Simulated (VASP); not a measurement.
# GaP (F-43m) in VASP: a series of runs

Runs on GaP. Level: PBE. Tasks: single point.

Everything below comes from runs of VASP 6.6.1. Logs are shortened: lines on timing, memory, paths and dates and some standing lists are left out, and cuts for length are marked.

**Experimental background.**

From “Stacking defects in GaP nanowires: Electronic structure and optical properties”, 2018, arxiv:1810.01194, for a bulk crystal of GaP at 10 K: band gap 2.34 eV (indirect).

The runs below are set against these values where they give the same quantity.

## Step 1: The cell of the first run

The structure is cubic, space group F-43m (No. 216). Conventional cell: a = 5.223 Å, b = 5.223 Å, c = 5.223 Å, α = 90.00°, β = 90.00°, γ = 90.00°. Within 3.0 Å of Ga (site symmetry -43m) lie 4 P at 2.26 Å. Within 3.0 Å of P (site symmetry -43m) lie 4 Ga at 2.26 Å.

## Step 2: Single point, PBE

The input, INCAR:

```
SYSTEM = GaP
  ALGO = Normal
  EDIFF = 1E-6
  ENCUT = 520
  GGA = PE
  ISIF = 2
  ISMEAR = 0
  LASPH = .TRUE.
  LCHARG = .FALSE.
  LREAL = .FALSE.
  LWAVE = .FALSE.
  NBANDS = 16
  NELM = 60
  PREC = Accurate
  SIGMA = 0.01
```

The input, KPOINTS:

```
k-points
0
G
  6 6 6
  0 0 0
```

The input, POSCAR:

```
GaP
1.0
    0.0000000000      2.6115633931      2.6115633931
    2.6115633931      0.0000000000      2.6115633931
    2.6115633931      2.6115633931      0.0000000000
Ga P
1 1
Direct
    0.0000000000      0.0000000000      0.0000000000
    0.2500000000      0.2500000000      0.2500000000
```

Potentials or basis: VASP PAW PBE potentials, release 64 (Ga_d, P).

Run with:

```sh
$ cat potpaw_PBE.64/Ga_d/POTCAR potpaw_PBE.64/P/POTCAR > POTCAR
$ mpirun -np 1 vasp_std > vasp.out
```

OUTCAR:

```text
SYSTEM = GaP
   EDIFF = 1E-6
   ENCUT = 520
   GGA = PE
   ISIF = 2
   ISMEAR = 0
   LASPH = .TRUE.
   LREAL = .FALSE.
   NELM = 60
   PREC = Accurate

 ion  position               nearest neighbor table
   1  0.000  0.000  0.000-   2 2.26   2 2.26   2 2.26   2 2.26
   2  0.250  0.250  0.250-   1 2.26   1 2.26   1 2.26   1 2.26

  LATTYP: Found a face centered cubic cell.
 ALAT       =     5.2231267862

  Lattice vectors:

 A1 = (   0.0000000000,   2.6115633931,   2.6115633931)
 A2 = (   2.6115633931,   0.0000000000,   2.6115633931)
 A3 = (   2.6115633931,   2.6115633931,   0.0000000000)

Analysis of symmetry for initial positions (statically):
[... 5 lines left out ...]
 face centered cubic supercell.

 Subroutine GETGRP returns: Found 24 space group operations
 (whereof 24 operations were pure point group operations)
 out of a pool of 48 trial point group operations.

The static configuration has the point symmetry T_d .

Analysis of symmetry for dynamics (positions and initial velocities):
[... 5 lines left out ...]
 face centered cubic supercell.

 Subroutine GETGRP returns: Found 24 space group operations
 (whereof 24 operations were pure point group operations)
 out of a pool of 48 trial point group operations.

The dynamic configuration has the point symmetry T_d .

 Subroutine INISYM returns: Found 24 space group operations
 (whereof 24 operations are pure point group operations),
 and found     1 'primitive' translations

----------------------------------------------------------------------------------------

                                     Primitive cell

  volume of cell :      35.6231

  direct lattice vectors                    reciprocal lattice vectors
     0.000000000  2.611563393  2.611563393    -0.191456199  0.191456199  0.191456199
     2.611563393  0.000000000  2.611563393     0.191456199 -0.191456199  0.191456199
     2.611563393  2.611563393  0.000000000     0.191456199  0.191456199 -0.191456199

  length of vectors
     3.693308370  3.693308370  3.693308370     0.331611864  0.331611864  0.331611864

  position of ions in fractional coordinates (direct lattice)
     0.000000000  0.000000000  0.000000000
     0.250000000  0.250000000  0.250000000

  ion indices of the primitive-cell ions
   primitive index   ion index
                 1           1
                 2           2

----------------------------------------------------------------------------------------

 KPOINTS: k-points

[... 55 lines left out ...]
   LASPH  =      T    aspherical Exc in radial PAW
   ENCUT  =  520.0 eV  38.22 Ry    6.18 a.u.   6.87  6.87  6.87*2*pi/ulx,y,z
   NELM   =     60;   NELMIN=  2; NELMDL= -5     # of ELM steps
   EDIFF  = 0.1E-05   stopping-criterion for ELM
   LREAL  =      F    real-space projection
   EDIFFG = 0.1E-04   stopping-criterion for IOM
   NSW    =      0    number of steps for IOM
   IBRION =     -1    ionic relax: 0-MD 1-quasi-New 2-CG
   NFREE  =      0    steps in history (QN), initial steepest desc. (CG)
   ISIF   =      2    stress and relaxation
   ISYM   =      2    0-nonsym 1-usesym 2-fastsym
   POTIM  = 0.5000    time-step for ionic-motion
   TEBEG  =    0.0;   TEEND  =   0.0 temperature during run
   PSTRESS=    0.0 pullay stress
   NELECT =      18.0000    total number of electrons
   NUPDOWN=      -1.0000    fix difference up-down
   EMIN   =  10.00;   EMAX   =-10.00  energy-range for DOS
   EFERMI =   0.00;   METHOD = LEGACY
   ISMEAR =     0;   SIGMA  =   0.01  broadening in eV -4-tet -1-fermi 0-gaus
   EFERMI_NEDOS =   21; number of points for ismear=-14 and -15
   IALGO  =     38    algorithm
   IMIX   =      4    mixing-type and parameters
     AMIX     =   0.40;   BMIX     =  1.00
     AMIX_MAG =   1.60;   BMIX_MAG =  1.00
  volume/ion in A,a.u.               =      17.81       120.20
  Fermi-wavevector in a.u.,A,eV,Ry     =   1.303932  2.464075 23.133168  1.700240
  Thomas-Fermi vector in A             =   2.434902
   LORBIT       =      0    0 simple, 1 ext, 2 COOP (PROOUT), +10 PAW based schemes
   GGA     = PE    functional components
   LHFCALC =     F    Hartree Fock is set to
   AEXX    =    0.0000 exact exchange contribution
   IVDW    =     0    specifies the selected vdW correction
   LEPSILON=     F    determine dielectric tensor
   LRPA    =     F    only Hartree local field effects (RPA)
 non-spin polarized calculation
 Gauss-broadening in eV      SIGMA  =   0.01
  energy-cutoff  :      520.00
  volume of cell :       35.62
 maximum number of plane-waves:       982
   NGX = 13   NGY = 13   NGZ = 13

 number of electron      18.0000014 magnetization

 Free energy of the ion-electron system (eV)
  ---------------------------------------------------
  ext. energy  EPLUGINS =         0.00000000
  ---------------------------------------------------
  free energy    TOTEN  =        -8.82654504 eV

  energy without entropy =       -8.82654504  energy(sigma->0) =       -8.82654504

 E-fermi :   6.1747     XC(G=0): -10.4251

 val. band max:        6.0613652822   @ k =   0.0000   0.0000   0.0000
 cond. band min:       7.4122907772   @ k =   0.5000   0.5000   0.0000
 fundamental gap:      1.3509254949
 Fermi energy:         6.1746581258

 k-point     1 :       0.0000    0.0000    0.0000
  band No.  band energies     occupation
      1      -8.7808      2.00000
      2      -8.7808      2.00000
      3      -8.7808      2.00000
      4      -8.6354      2.00000
      5      -8.6354      2.00000
      6      -7.4728      2.00000
[... 281 lines left out ...]
      3      -8.6940      2.00000
      4      -8.6674      2.00000
      5      -8.6158      2.00000
      6      -3.7619      2.00000
[... 8 lines left out ...]
     15      18.7807      0.00000
     16      20.5443      0.00000

------------------------ aborting loop because EDIFF is reached ----------------------------------------

  FORCE on cell =-STRESS in cart. coord.  units (eV):
  Direction    XX          YY          ZZ          XY          YZ          ZX
  --------------------------------------------------------------------------------------
  -------------------------------------------------------------------------------------
  Total        3.8158171      3.8158171      3.8158171      0.0000000      0.0000000      0.0000000
  in kB      171.6194180    171.6194180    171.6194180      0.0000000      0.0000000      0.0000000
  external PRESSURE =     171.6194180 kB  Pullay stress =       0.0000000 kB

 VOLUME and BASIS-vectors are now :
 -----------------------------------------------------------------------------
  energy-cutoff  :      520.00
  volume of cell :       35.62
      direct lattice vectors                 reciprocal lattice vectors
     0.000000000  2.611563393  2.611563393    -0.191456199  0.191456199  0.191456199
     2.611563393  0.000000000  2.611563393     0.191456199 -0.191456199  0.191456199
     2.611563393  2.611563393  0.000000000     0.191456199  0.191456199 -0.191456199

 POSITION                                       TOTAL-FORCE (eV/Angst)
 -----------------------------------------------------------------------------------
      0.00000      0.00000      0.00000         0.000000     -0.000000     -0.000000
      1.30578      1.30578      1.30578        -0.000000      0.000000      0.000000
 -----------------------------------------------------------------------------------
    total drift:                                0.000002      0.000002      0.000002

  FREE ENERGIE OF THE ION-ELECTRON SYSTEM (eV)
  ---------------------------------------------------
  free  energy   TOTEN  =        -8.8265450376 eV

  energy  without entropy=       -8.8265450376  energy(sigma->0) =       -8.82654504
```

Run time: 5.5 s. Hardware: 1 thread of AMD EPYC 9R45 (Zen 5), shared host; peak memory 0.12 GiB.

What came out:

```
Free energy            : -8.8265 eV
Pressure               : 17.2 GPa
Band gap on the k mesh : 1.35 eV, indirect (least direct gap 2.91 eV)
```

Levels at points of the mesh, in eV from the valence-band top:
| k point | band 5 | band 6 | band 7 | band 8 | band 9 | band 10 | band 11 | band 12 | band 13 | band 14 |
| --- | --- | --- | --- | --- | --- | --- | --- | --- | --- | --- |
| (0.00, 0.00, 0.00) | -14.70 | -13.53 | 0.00 | 0.00 | 0.00 | 2.91 | 3.82 | 3.82 | 3.82 | 9.38 |
| (0.50, 0.00, 0.00) | -14.69 | -11.01 | -7.44 | -1.32 | -1.32 | 2.06 | 4.65 | 4.65 | 8.47 | 11.88 |
| (0.50, 0.50, 0.00) | -14.66 | -9.94 | -7.41 | -3.17 | -3.17 | 1.35 | 1.65 | 11.54 | 11.54 | 12.45 |

A k mesh can miss the band edges. As with any semilocal functional, this PBE gap is likely too small.

(Continued in part 2 of 3.)
